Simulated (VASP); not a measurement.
# BP (I-4m2) in VASP: a series of runs, part 2 of 2

VASP 6.6.1.

## (3) Single point, PBE (zz strain of +1 %)

File INCAR:

```
ALGO     = Normal         # electronic algorithm
EDIFF    = 1E-6           # SCF threshold, eV
ENCUT    = 520            # plane-wave cutoff, eV
GGA      = PE             # functional
ISIF     = 2              # what is computed and relaxed
ISMEAR   = -1             # smearing method
LASPH    = True           # aspherical terms in the spheres
LCHARG   = False          # write CHGCAR
LREAL    = False          # projectors in reciprocal space
LWAVE    = False          # write WAVECAR
NBANDS   = 11             # bands
NELM     = 100            # most SCF steps
PREC     = Accurate       # precision mode
SIGMA    = 0.05           # smearing width, eV
```

File KPOINTS:

```
k-points
0
Gamma
  15 15 15
```

File POSCAR:

```
BP
1.0
    0.0000000000      2.2690000000      2.2916900000
    2.2690000000      0.0000000000      2.2916900000
    2.2690000000      2.2690000000      0.0000000000
B P
1 1
Direct
    0.0000000000      0.0000000000      0.0000000000
    0.7500000000      0.7500000000      0.7500000000
```

Potentials or basis: VASP PAW PBE potentials, release 64 (B, P).

Command:

```console
$ cat potpaw_PBE.64/B/POTCAR potpaw_PBE.64/P/POTCAR > POTCAR
$ mpirun -np 1 vasp_std > vasp.out
```

OUTCAR:

```text
EDIFF = 1E-6
   ENCUT = 520
   GGA = PE
   ISIF = 2
   ISMEAR = -1
   LASPH = True
   LREAL = False
   NELM = 100
   PREC = Accurate

 ion  position               nearest neighbor table
   1  0.000  0.000  0.000-   2 1.97   2 1.97   2 1.97   2 1.97
   2  0.750  0.750  0.750-   1 1.97   1 1.97   1 1.97   1 1.97

  LATTYP: Found a body centered tetragonal cell.
 ALAT       =     3.2088505730
 C/A-ratio  =     1.4283556980

  Lattice vectors:

 A1 = (  -2.2690000000,   0.0000000000,   2.2916900000)
 A2 = (   2.2690000000,   0.0000000000,   2.2916900000)
 A3 = (   0.0000000000,   2.2690000000,  -2.2916900000)

Analysis of symmetry for initial positions (statically):
=====================================================================
 Subroutine PRICEL returns:
 Original cell was already a primitive cell.

 Routine SETGRP: Setting up the symmetry group for a
 body centered tetragonal supercell.

 Subroutine GETGRP returns: Found  8 space group operations
 (whereof  8 operations were pure point group operations)
 out of a pool of 16 trial point group operations.

The static configuration has the point symmetry D_2d.

Analysis of symmetry for dynamics (positions and initial velocities):
=====================================================================
 Subroutine PRICEL returns:
 Original cell was already a primitive cell.

 Routine SETGRP: Setting up the symmetry group for a
 body centered tetragonal supercell.

 Subroutine GETGRP returns: Found  8 space group operations
 (whereof  8 operations were pure point group operations)
 out of a pool of 16 trial point group operations.

The dynamic configuration has the point symmetry D_2d.

 Subroutine INISYM returns: Found  8 space group operations
 (whereof  8 operations are pure point group operations),
 and found     1 'primitive' translations

----------------------------------------------------------------------------------------

                                     Primitive cell

  volume of cell :      23.5969

  direct lattice vectors                    reciprocal lattice vectors
     0.000000000  2.269000000  2.291690000    -0.220361393  0.220361393  0.218179597
     2.269000000  0.000000000  2.291690000     0.220361393 -0.220361393  0.218179597
     2.269000000  2.269000000  0.000000000     0.220361393  0.220361393 -0.218179597

  length of vectors
     3.224934737  3.224934737  3.208850573     0.380421639  0.380421639  0.380421639

  position of ions in fractional coordinates (direct lattice)
     0.000000000  0.000000000  0.000000000
     0.750000000  0.750000000  0.750000000

  ion indices of the primitive-cell ions
   primitive index   ion index
                 1           1
                 2           2

----------------------------------------------------------------------------------------

 KPOINTS: k-points

Automatic generation of k-mesh.
 Grid dimensions read from file:
 generate k-points for:   15   15   15

 Generating k-lattice:

  Cartesian coordinates                     Fractional coordinates (reciprocal lattice)
    -0.014690760  0.014690760  0.014545306     0.066666667  0.000000000  0.000000000
     0.014690760 -0.014690760  0.014545306     0.000000000  0.066666667  0.000000000
     0.014690760  0.014690760 -0.014545306     0.000000000  0.000000000  0.066666667

  Length of vectors
     0.025361443  0.025361443  0.025361443

  Shift w.r.t. Gamma in fractional coordinates (k-lattice)
     0.000000000  0.000000000  0.000000000

 Subroutine IBZKPT returns following result:
 ===========================================

 Found    288 irreducible k-points:

 Following reciprocal coordinates:
            Coordinates               Weight
  0.000000  0.000000  0.000000      1.000000
  0.066667  0.000000  0.000000      8.000000
  0.133333  0.000000  0.000000      8.000000
  0.200000  0.000000  0.000000      8.000000
  0.266667  0.000000  0.000000      8.000000
  0.333333  0.000000  0.000000      8.000000
[... 16 lines left out ...]
  0.133333  0.133333  0.000000      2.000000
  0.200000  0.133333  0.000000      8.000000
 [... further k-points ...]
   k-points           NKPTS =    288   k-points in BZ     NKDIM =    288   number of bands    NBANDS=     11
   number of dos      NEDOS =    301   number of ions     NIONS =      2
   total plane-waves  NPLWV =  13824
   dimension x,y,z NGX =    24 NGY =   24 NGZ =   24
   dimension x,y,z NGXF=    48 NGYF=   48 NGZF=   48
   ions per type =               1   1
   NGX,Y,Z   is equivalent  to a cutoff of  12.37, 12.37, 12.43 a.u.
   NGXF,Y,Z  is equivalent  to a cutoff of  24.74, 24.74, 24.87 a.u.
 SYSTEM =  unknown system
   PREC   = accura    normal or accurate (medium, high low for compatibility)
   ISTART =      0    job   : 0-new  1-cont  2-samecut
   ICHARG =      2    charge: 1-file 2-atom 10-const
   ISPIN  =      1    spin polarized calculation?
   LNONCOLLINEAR =      F non collinear calculations
   LSORBIT =      F    spin-orbit coupling
   LASPH  =      T    aspherical Exc in radial PAW
   ENCUT  =  520.0 eV  38.22 Ry    6.18 a.u.   6.00  6.00  5.97*2*pi/ulx,y,z
   NELM   =    100;   NELMIN=  2; NELMDL= -5     # of ELM steps
   EDIFF  = 0.1E-05   stopping-criterion for ELM
   LREAL  =      F    real-space projection
   EDIFFG = 0.1E-04   stopping-criterion for IOM
   NSW    =      0    number of steps for IOM
   IBRION =     -1    ionic relax: 0-MD 1-quasi-New 2-CG
   NFREE  =      0    steps in history (QN), initial steepest desc. (CG)
   ISIF   =      2    stress and relaxation
   ISYM   =      2    0-nonsym 1-usesym 2-fastsym
   POTIM  = 0.5000    time-step for ionic-motion
   TEBEG  =    0.0;   TEEND  =   0.0 temperature during run
   PSTRESS=    0.0 pullay stress
   NELECT =       8.0000    total number of electrons
   NUPDOWN=      -1.0000    fix difference up-down
   EMIN   =  10.00;   EMAX   =-10.00  energy-range for DOS
   EFERMI =   0.00;   METHOD = LEGACY
   ISMEAR =    -1;   SIGMA  =   0.05  broadening in eV -4-tet -1-fermi 0-gaus
   EFERMI_NEDOS =   21; number of points for ismear=-14 and -15
   IALGO  =     38    algorithm
   IMIX   =      4    mixing-type and parameters
     AMIX     =   0.40;   BMIX     =  1.00
     AMIX_MAG =   1.60;   BMIX_MAG =  1.00
  volume/ion in A,a.u.               =      11.80        79.62
  Fermi-wavevector in a.u.,A,eV,Ry     =   1.141528  2.157175 17.729561  1.303086
  Thomas-Fermi vector in A             =   2.278228
   LORBIT       =      0    0 simple, 1 ext, 2 COOP (PROOUT), +10 PAW based schemes
   GGA     = PE    functional components
   LHFCALC =     F    Hartree Fock is set to
   AEXX    =    0.0000 exact exchange contribution
   IVDW    =     0    specifies the selected vdW correction
   LEPSILON=     F    determine dielectric tensor
   LRPA    =     F    only Hartree local field effects (RPA)
 non-spin polarized calculation
  energy-cutoff  :      520.00
  volume of cell :       23.60
 maximum number of plane-waves:       646
   NGX = 11   NGY = 11   NGZ = 11

 number of electron       8.0000000 magnetization

 Free energy of the ion-electron system (eV)
  ---------------------------------------------------
  ext. energy  EPLUGINS =         0.00000000
  ---------------------------------------------------
  free energy    TOTEN  =       -12.92971757 eV

  energy without entropy =      -12.92971754  energy(sigma->0) =      -12.92971756

 E-fermi :   7.9243     XC(G=0): -10.8647

 val. band max:        7.3481856530   @ k =   0.0000   0.0000   0.0000
 cond. band min:       8.5264068007   @ k =   0.4000   0.0000   0.4000
 fundamental gap:      1.1782211478
 Fermi energy:         7.9243025510

 k-point     1 :       0.0000    0.0000    0.0000
  band No.  band energies     occupation
      1      -8.0564      2.00000
      2       7.2501      2.00000
      3       7.3482      1.99998
      4       7.3482      1.99998
      5      10.6837      0.00000
      6      10.6837      0.00000
      7      10.7397      0.00000
      8      14.5370      0.00000
      9      18.7617      0.00000
     10      19.2837      0.00000
     11      19.5465      0.00000
[... 309 lines left out ...]
 k-point    24 :       0.2000    0.1333    0.0000
  band No.  band energies     occupation
      1      -7.3536      2.00000
      2       4.7005      2.00000
      3       5.6646      2.00000
      4       5.9226      2.00000
      5      10.0864      0.00000
      6      12.9081      0.00000
      7      13.0737      0.00000
      8      14.3571      0.00000
      9      17.8440      0.00000
     10      20.0055      0.00000
     11      20.7622      0.00000

 [... further k-points ...]
[... 5 lines left out ...]
  --------------------------------------------------------------------------------------
  -------------------------------------------------------------------------------------
  Total        0.0252988      0.0252988     -0.3696508      0.0000000      0.0000000     -0.0000000
  in kB        1.7177302      1.7177302    -25.0984781      0.0000000      0.0000000     -0.0000000
  external PRESSURE =      -7.2210059 kB  Pullay stress =       0.0000000 kB

 VOLUME and BASIS-vectors are now :
 -----------------------------------------------------------------------------
  energy-cutoff  :      520.00
  volume of cell :       23.60
      direct lattice vectors                 reciprocal lattice vectors
     0.000000000  2.269000000  2.291690000    -0.220361393  0.220361393  0.218179597
     2.269000000  0.000000000  2.291690000     0.220361393 -0.220361393  0.218179597
     2.269000000  2.269000000  0.000000000     0.220361393  0.220361393 -0.218179597

 POSITION                                       TOTAL-FORCE (eV/Angst)
 -----------------------------------------------------------------------------------
      0.00000      0.00000      0.00000         0.000000      0.000000      0.000000
      3.40350      3.40350      3.43754        -0.000000     -0.000000     -0.000000
 -----------------------------------------------------------------------------------
    total drift:                               -0.000000     -0.000000     -0.000000

  FREE ENERGIE OF THE ION-ELECTRON SYSTEM (eV)
  ---------------------------------------------------
  free  energy   TOTEN  =       -12.9297175723 eV

  energy  without entropy=      -12.9297175433  energy(sigma->0) =      -12.92971756
```

Wall time 30 s (1 thread of Intel Xeon 6975P-C, shared host); peak memory 0.19 GiB.

Results:

| Item | Value |
| --- | --- |
| Free energy | -12.9297 eV |
| Pressure | -0.7 GPa |
| Band gap on the k mesh | 1.18 eV, indirect (least direct gap 3.34 eV) |

Stress tensor (GPa, compression positive):
```
 0.17  0.00  0.00
 0.00  0.17  0.00
 0.00  0.00 -2.51
```

Levels at points of the mesh, in eV from the valence-band top:
```csv
k point,band 1,band 2,band 3,band 4,band 5,band 6,band 7,band 8,band 9
"(0.00, 0.00, 0.00)",-15.40,-0.10,0.00,0.00,3.34,3.34,3.39,7.19,11.41
```

Caveat: the cell differs from its parent crystal (zz strain of +1 %). A k mesh can miss the band edges.

## (4) Single point, PBE (zz strain of +3 %)

File INCAR:

```
SYSTEM = BP
PREC = Accurate
ENCUT = 520
EDIFF = 1E-6
ISMEAR = -1
SIGMA = 0.05
LREAL = .False.
LASPH = .True.
NELM = 80
ALGO = Normal
ISIF = 2
LWAVE = .False.
LCHARG = .False.
GGA = PE
NBANDS = 11
```

File KPOINTS:

```
Automatic mesh
0
Gamma
  15 15 15
  0 0 0
```

File POSCAR:

```
BP
1.0
    0.0000000000      2.2690000000      2.3370700000
    2.2690000000      0.0000000000      2.3370700000
    2.2690000000      2.2690000000      0.0000000000
B P
1 1
Direct
    0.0000000000      0.0000000000      0.0000000000
    0.7500000000      0.7500000000      0.7500000000
```

Command:

```console
$ cat potpaw_PBE.64/B/POTCAR potpaw_PBE.64/P/POTCAR > POTCAR
$ mpirun -np 1 vasp_std > vasp.out
```

Run time: 27 s. Hardware: 1 thread of Intel Xeon 6975P-C, shared host; peak memory 0.19 GiB.

Results (log left out):

| Quantity | Value |
| --- | --- |
| Free energy | -12.9130 eV |
| Pressure | -3.7 GPa |
| Band gap on the k mesh | 1.06 eV, indirect (least direct gap 3.21 eV) |

Stress tensor (GPa, compression positive):
```
-1.06  0.00  0.00
 0.00 -1.06  0.00
 0.00  0.00 -9.09
```

Levels at points of the mesh, in eV from the valence-band top:
| k point | band 1 | band 2 | band 3 | band 4 | band 5 | band 6 | band 7 | band 8 | band 9 |
| --- | --- | --- | --- | --- | --- | --- | --- | --- | --- |
| (0.00, 0.00, 0.00) | -15.30 | -0.29 | 0.00 | 0.00 | 3.21 | 3.21 | 3.38 | 6.81 | 11.22 |

Caveat: the cell differs from its parent crystal (zz strain of +3 %). A k mesh can miss the band edges.

## (5) Overview

| cell | gap on the mesh (eV) | pressure (GPa) |
| --- | --- | --- |
| a = 3.241, b = 3.241, c = 3.209 Å, angles 60.3, 60.3, 59.3°, 2 atoms | 1.12 | -2.3 |
| a = 3.225, b = 3.225, c = 3.209 Å, angles 60.2, 60.2, 59.7°, 2 atoms | 1.18 | -0.7 |
| a = 3.257, b = 3.257, c = 3.209 Å, angles 60.5, 60.5, 59.0°, 2 atoms | 1.06 | -3.7 |

Alike in all rows: task single point; level PBE; potentials or basis VASP PAW PBE potentials, release 64 (B, P); no spin polarisation; k mesh 15 × 15 × 15; cutoff (eV) 520; smearing fermi-dirac 0.05 eV.

Total energies depend on the potentials used, so only differences within one code and one set of settings carry meaning.
